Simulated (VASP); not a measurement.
AlN:

```xyz
2
Lattice="0.0000 1.9780 1.9780 1.9780 0.0000 1.9780 1.9780 1.9780 0.0000" Properties=species:S:1:pos:R:3 pbc="T T T"
Al    0.0000    0.0000    0.0000
N     1.9780    1.9780    1.9780
```

Base run:

| Property | Result |
| --- | --- |
| Program | VASP 6.6.1 |
| Functional | PBE |
| Dispersion | D3(BJ) |
| Potentials or basis | VASP PAW PBE potentials, release 64 (Al, N) |
| Cutoff | 600 eV |
| k mesh | 10 × 10 × 10 |
| Occupations | gaussian, width 0.05 eV |
| Spin | no spin polarisation |

Its results: band gap on the k mesh 5.19 eV, indirect (least direct gap 6.66 eV); pressure 17.3 GPa.

Problem. The run is repeated on the same cell with these changes: dispersion from D3(BJ) to none; cutoff from 600 eV to 520 eV. What comes out?

Solution. Band gap on the k mesh 5.19 eV, indirect (least direct gap 6.66 eV); pressure 25.2 GPa.

A k mesh can miss the band edges.
